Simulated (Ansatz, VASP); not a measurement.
Two plane-wave programs on Al7GaN8

INCAR

```
SYSTEM = Al7GaN8
ALGO     = Normal         ! electronic algorithm
EDIFF    = 1E-7           ! SCF threshold, eV
EDIFFG   = -0.05          ! ionic threshold
ENCUT    = 600            ! plane-wave cutoff, eV
GGA      = PS             ! functional
IBRION   = 2              ! ionic algorithm
ISIF     = 3              ! what is computed and relaxed
ISMEAR   = 0              ! smearing method
LASPH    = .TRUE.         ! aspherical terms in the spheres
LCHARG   = .FALSE.        ! write CHGCAR
LREAL    = Auto         
LWAVE    = .FALSE.        ! write WAVECAR
NELM     = 80             ! most SCF steps
NSW      = 100            ! ionic steps
PREC     = Accurate       ! precision mode
SIGMA    = 0.1            ! smearing width, eV
```

Contents of KPOINTS:

```
k-points
0
G
  4 6 6
  0 0 0
```

Contents of POSCAR:

```
Al7GaN8
1.0
    0.0000000000      0.0000000000     -4.9976256400
    3.1233906100      5.4098712300      0.0000000000
    3.1233906100     -5.4098712300      0.0000000000
Ga Al N
1 7 8
Direct
    0.0000000000      0.1666666700      0.3333333300
    0.0000000000      0.1666666700      0.8333333300
    0.0000000000      0.6666666700      0.3333333300
    0.0000000000      0.6666666700      0.8333333300
    0.5000000000      0.3333333300      0.6666666700
    0.5000000000      0.3333333300      0.1666666700
    0.5000000000      0.8333333300      0.6666666700
    0.5000000000      0.8333333300      0.1666666700
    0.6200000000      0.1666666700      0.3333333300
    0.6200000000      0.1666666700      0.8333333300
    0.6200000000      0.6666666700      0.3333333300
    0.6200000000      0.6666666700      0.8333333300
    0.1200000000      0.3333333300      0.6666666700
    0.1200000000      0.3333333300      0.1666666700
    0.1200000000      0.8333333300      0.6666666700
    0.1200000000      0.8333333300      0.1666666700
```

Input for Ansatz:

```yaml
crystal:
  lattice:
    - [0.0, 0.0, -4.99762564]
    - [3.12339061, 5.40987123, 0.0]
    - [3.12339061, -5.40987123, 0.0]
  atoms:
    - { symbol: Ga, position: [0.0, 0.16666667, 0.33333333] }
    - { symbol: Al, position: [0.0, 0.16666667, 0.83333333] }
    - { symbol: Al, position: [0.0, 0.66666667, 0.33333333] }
    - { symbol: Al, position: [0.0, 0.66666667, 0.83333333] }
    - { symbol: Al, position: [0.5, 0.33333333, 0.66666667] }
    - { symbol: Al, position: [0.5, 0.33333333, 0.16666667] }
    - { symbol: Al, position: [0.5, 0.83333333, 0.66666667] }
    - { symbol: Al, position: [0.5, 0.83333333, 0.16666667] }
    - { symbol: "N", position: [0.62, 0.16666667, 0.33333333] }
    - { symbol: "N", position: [0.62, 0.16666667, 0.83333333] }
    - { symbol: "N", position: [0.62, 0.66666667, 0.33333333] }
    - { symbol: "N", position: [0.62, 0.66666667, 0.83333333] }
    - { symbol: "N", position: [0.12, 0.33333333, 0.66666667] }
    - { symbol: "N", position: [0.12, 0.33333333, 0.16666667] }
    - { symbol: "N", position: [0.12, 0.83333333, 0.66666667] }
    - { symbol: "N", position: [0.12, 0.83333333, 0.16666667] }
basis:
  ecutwfc: 420
kpoints:
  mp_grid: { grid: [4, 6, 6] }
hamiltonian:
  xc: pbesol
scf:
  occupations: { method: gaussian, width: 0.1 }
output:
  forces: true
  stress: true
  eigenvalues: true
relax:
  adjacent_minimum: "off"
  f_tol: 0.05
  max_steps: 80
  cell: { stress_tol: 0.5 }
```

Alike in both runs: task relaxation of cell and atoms; functional PBEsol; k mesh 4 × 6 × 6; occupations gaussian, width 0.1 eV; no spin polarisation.

|  | VASP | Ansatz |
| --- | --- | --- |
| version | VASP 6.6.1 | Ansatz 0.2.0 |
| potentials or method | VASP PAW PBE potentials, release 64 (Ga_d, Al, N), cutoff 600 eV | scalar-relativistic, plane waves, PAW |
| valence electrons in the cell | 74 | 74 |

VASP gave:

- gap on the k mesh at the Fermi level, each at its own relaxed structure (eV): 3.80
- relaxed volume (Å³/atom): 10.56
- relaxed length of the cell vector where the two differ most in proportion (Å): 6.241

Task: Estimate Ansatz's values.

Result: gap on the k mesh at the Fermi level, each at its own relaxed structure (eV): 3.76; relaxed volume (Å³/atom): 10.58; relaxed length of the cell vector where the two differ most in proportion (Å): 6.245.

VASP's potentials were made for PBE, not for PBEsol.
